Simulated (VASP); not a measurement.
Set up this calculation in VASP 6.6.1, as the native input.

| Quantity | Value |
| --- | --- |
| Task | single point |
| Functional | PBEsol |
| Dispersion | D3(BJ) |
| Potentials or basis | VASP PAW PBE potentials, release 64 (K_sv, Cl) |
| Cutoff | 520 eV |
| k mesh | 7 × 7 × 7 |
| Occupations | fermi-dirac, width 0.05 eV |
| Spin | no spin polarisation |
| Dipole correction | no |
| Further INCAR settings | ALGO = Normal; EDIFF = 1e-06; NBANDS = 15 |

The structure of KCl (Sylvite) lies in POSCAR:

```
KCl
1.0
    0.0000000000      3.0647986549      3.0647986549
    3.0647986549      0.0000000000      3.0647986549
    3.0647986549      3.0647986549      0.0000000000
K Cl
1 1
Direct
    0.0000000000      0.0000000000      0.0000000000
    0.5000000000      0.5000000000      0.5000000000
```

The input as run:

INCAR

```
PREC     = Accurate       # precision mode
ENCUT    = 520            # plane-wave cutoff, eV
EDIFF    = 1E-6           # SCF threshold, eV
ISMEAR   = -1             # smearing method
SIGMA    = 0.05           # smearing width, eV
LREAL    = F              # projectors in reciprocal space
LASPH    = T              # aspherical terms in the spheres
NELM     = 60             # most SCF steps
ALGO     = Normal         # electronic algorithm
ISIF     = 2              # what is computed and relaxed
LWAVE    = F              # write WAVECAR
LCHARG   = F              # write CHGCAR
GGA      = PS             # functional
IVDW     = 12             # dispersion correction
NBANDS   = 15             # bands
```

KPOINTS

```
regular mesh
0
Gamma
  7 7 7
```

Potentials or basis: VASP PAW PBE potentials, release 64 (K_sv, Cl).

Command:

```sh
$ cat potpaw_PBE.64/K_sv/POTCAR potpaw_PBE.64/Cl/POTCAR > POTCAR
$ mpirun -np 1 vasp_std > vasp.out
```

Results of the run:

```
Pressure                   : 0.1 GPa
Band gap on the k mesh     : 5.28 eV, direct
Dispersion energy per atom : -0.203 eV
```

Caveat: the PAW data sets were made with another functional, which shifts forces and pressure a little.

It took 8.9 s on 1 thread of Intel(R) Xeon(R) 6975P-C (Granite Rapids), with other jobs on the host, peak memory 0.18 GiB.
